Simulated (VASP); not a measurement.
Here is a VASP 6.6.1 calculation.

File INCAR:

```
SYSTEM = Ta
PREC     = Accurate       ! precision mode
ENCUT    = 520            ! plane-wave cutoff, eV
EDIFF    = 1E-7           ! SCF threshold, eV
ISMEAR   = 1              ! smearing method
SIGMA    = 0.05           ! smearing width, eV
LREAL    = .FALSE.        ! projectors in reciprocal space
LASPH    = .TRUE.         ! aspherical terms in the spheres
NELM     = 100            ! most SCF steps
ALGO     = Normal         ! electronic algorithm
ISIF     = 2              ! what is computed and relaxed
LWAVE    = .FALSE.        ! write WAVECAR
LCHARG   = .TRUE.         ! write CHGCAR
GGA      = PS             ! functional
IVDW     = 12             ! dispersion correction
LELF     = .TRUE.         ! ELF
LVHAR    = .TRUE.       
NBANDS   = 18             ! bands
```

KPOINTS

```
regular mesh
0
G
  9 9 5
  0 0 0
```

The input POSCAR:

```
Ta
1.0
    2.9003720000      0.0000000000      0.0000000000
   -1.4501860000      2.5117958324      0.0000000000
    0.0000000000      0.0000000000      5.1662740000
Ta
2
Direct
    0.6666666667      0.3333333333      0.7500000000
    0.3333333333      0.6666666667      0.2500000000
```

Potentials or basis: VASP PAW PBE potentials, release 64 (Ta_pv).

Launch:

```sh
$ cat potpaw_PBE.64/Ta_pv/POTCAR > POTCAR
$ mpirun -np 1 vasp_std > vasp.out
```

Predict the pressure.

-13.0 GPa.

Estimate the band gap on the k mesh.

zero (band 11 reaches 6.29 eV, above the bottom of band 12 at 4.80 eV).

Estimate the dispersion energy per atom.

-0.696 eV.

Stress tensor (GPa, compression positive):
```
-14.42   0.00   0.00
  0.00 -14.42   0.00
  0.00   0.00 -10.20
```

Caveat: three body term missing; the PAW data sets were made with another functional, which shifts forces and pressure a little; spin-orbit coupling is left out, which moves the levels of the heavy elements; pairwise dispersion overbinds metals, which lowers pressure and volume.
